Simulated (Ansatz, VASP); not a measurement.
## BN in VASP and in Ansatz

```xyz
2
Lattice="0.0000 1.9664 1.9664 1.9664 0.0000 1.9664 1.9664 1.9664 0.0000" Properties=species:S:1:pos:R:3 pbc="T T T"
B     0.0000    0.0000    0.0000
N     2.9495    2.9495    2.9495
```

Alike in both runs: task single point; functional PBEsol; k mesh 8 × 8 × 8; occupations gaussian, width 0.1 eV; no spin polarisation.

```csv
,VASP,Ansatz
version,VASP 6.6.1,Ansatz 0.2.0
potentials or method,"VASP PAW PBE potentials, release 64 (B, N), cutoff 600 eV","scalar-relativistic, plane waves, PAW"
valence electrons in the cell,8,8
```

|  | VASP | Ansatz | Ansatz less VASP |
| --- | --- | --- | --- |
| gap on the k mesh at the Fermi level (eV) | 3.98 | 3.98 | +0.006 |
| least direct gap on the mesh (eV) | 6.50 | 6.49 | -0.018 |
| pressure (GPa) | -61.9 | -61.7 | +0.19 |

VASP's potentials were made for PBE, not for PBEsol. Both programs put the cell under strong tension, so it lies far from rest at this level. The functional is the same, so the differences come from potentials, cutoffs and numerics.

Noted on VASP's run: the cell as given lies far from equilibrium.
